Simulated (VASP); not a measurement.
Input of a VASP 6.6.1 run:

Contents of INCAR:

```
SYSTEM = LiF
ALGO = Normal
EDIFF = 1E-7
ENCUT = 520
GGA = CA
ISIF = 2
ISMEAR = 0
LASPH = .TRUE.
LCHARG = .TRUE.
LELF = .TRUE.
LREAL = .FALSE.
LVHAR = .TRUE.
LWAVE = .FALSE.
NBANDS = 18
NELM = 60
PREC = Accurate
SIGMA = 0.05
```

File KPOINTS:

```
k-points
0
G
  9 9 6
  0 0 0
```

The input POSCAR:

```
LiF
1.0
    2.9830981508      0.0000000000      0.0000000000
   -1.4915490754      2.5834387805      0.0000000000
    0.0000000000      0.0000000000      4.8069643601
Li F
2 2
Direct
    0.3333333333      0.6666666667      0.3933365971
    0.6666666667      0.3333333333      0.8933365971
    0.3333333333      0.6666666667      0.9910195924
    0.6666666667      0.3333333333      0.4910195924
```

Potentials or basis: VASP PAW LDA potentials, release 64 (Li_sv, F).

The run is started by

```bash
$ cat potpaw_LDA.64/Li_sv/POTCAR potpaw_LDA.64/F/POTCAR > POTCAR
$ mpirun -np 1 vasp_std > vasp.out
```

Problem. What does it give for the largest force?

Solution. 0.290 eV/Å.

Problem. Estimate the band gap on the k mesh.

Solution. 7.82 eV.

Forces in eV/Å, atoms in the order of the input:
```
Li   0.000  0.000 -0.290
Li   0.000  0.000 -0.290
F    0.000  0.000  0.290
F    0.000  0.000  0.290
```

 A k mesh can miss the band edges.
